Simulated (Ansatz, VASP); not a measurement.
Two plane-wave programs on HfC

The input INCAR:

```
PREC     = Accurate       # precision mode
ENCUT    = 520            # plane-wave cutoff, eV
EDIFF    = 1E-6           # SCF threshold, eV
ISMEAR   = 0              # smearing method
SIGMA    = 0.1            # smearing width, eV
LREAL    = F              # projectors in reciprocal space
LASPH    = T              # aspherical terms in the spheres
NELM     = 60             # most SCF steps
ALGO     = Normal         # electronic algorithm
ISIF     = 2              # what is computed and relaxed
LWAVE    = F              # write WAVECAR
LCHARG   = T              # write CHGCAR
LELF     = T              # ELF
LVHAR    = T            
NBANDS   = 22             # bands
```

File KPOINTS:

```
Automatic mesh
0
Gamma
  15 15 8
```

POSCAR

```
HfC
1.0
    3.1446006675      0.0000000000      0.0000000000
   -1.5723003337      2.7233040628      0.0000000000
    0.0000000000      0.0000000000      5.3623852927
Hf C
2 2
Direct
    0.6666666700      0.3333333300      0.7500000000
    0.3333333300      0.6666666700      0.2500000000
    0.0000000000      0.0000000000      0.0000000000
    0.0000000000      0.0000000000      0.5000000000
```

Input for Ansatz:

```yaml
crystal:
  lattice:
    - [3.1446006675, 0.0, 0.0]
    - [-1.5723003337, 2.7233040628, 0.0]
    - [0.0, 0.0, 5.3623852927]
  atoms:
    - { symbol: Hf, position: [0.66666667, 0.33333333, 0.75] }
    - { symbol: Hf, position: [0.33333333, 0.66666667, 0.25] }
    - { symbol: C, position: [0.0, 0.0, 0.0] }
    - { symbol: C, position: [0.0, 0.0, 0.5] }
basis:
  ecutwfc: 420
kpoints:
  mp_grid: { grid: [15, 15, 8] }
hamiltonian:
  xc: lda
scf:
  occupations: { method: gaussian, width: 0.1 }
output:
  forces: true
  stress: true
  eigenvalues: true
```

Alike in both runs: task single point; functional LDA; k mesh 15 × 15 × 8; occupations gaussian, width 0.1 eV; no spin polarisation.

```csv
,VASP,Ansatz
version,VASP 6.6.1,Ansatz 0.2.0
potentials or method,"VASP PAW LDA potentials, release 64 (Hf_pv, C), cutoff 520 eV","scalar-relativistic, plane waves, PAW"
valence electrons in the cell,28,60
```

|  | VASP | Ansatz | Ansatz less VASP |
| --- | --- | --- | --- |
| gap on the k mesh at the Fermi level (eV) | none | none | - |
| pressure (GPa) | 11.9 | 11.1 | -0.78 |
| traceless stress, the component that is largest in VASP (GPa) | -13.04 | -13.13 | -0.092 |

LDA's correlation is that of Perdew and Zunger in VASP and of Perdew and Wang (1992) in Ansatz. A gap of «none» marks a metal or a gap that the smearing closes. VASP's potentials hold 28 valence electrons a cell and Ansatz's 60, so a difference there can come from the potentials and not from the codes.

Spin-orbit coupling is off throughout.
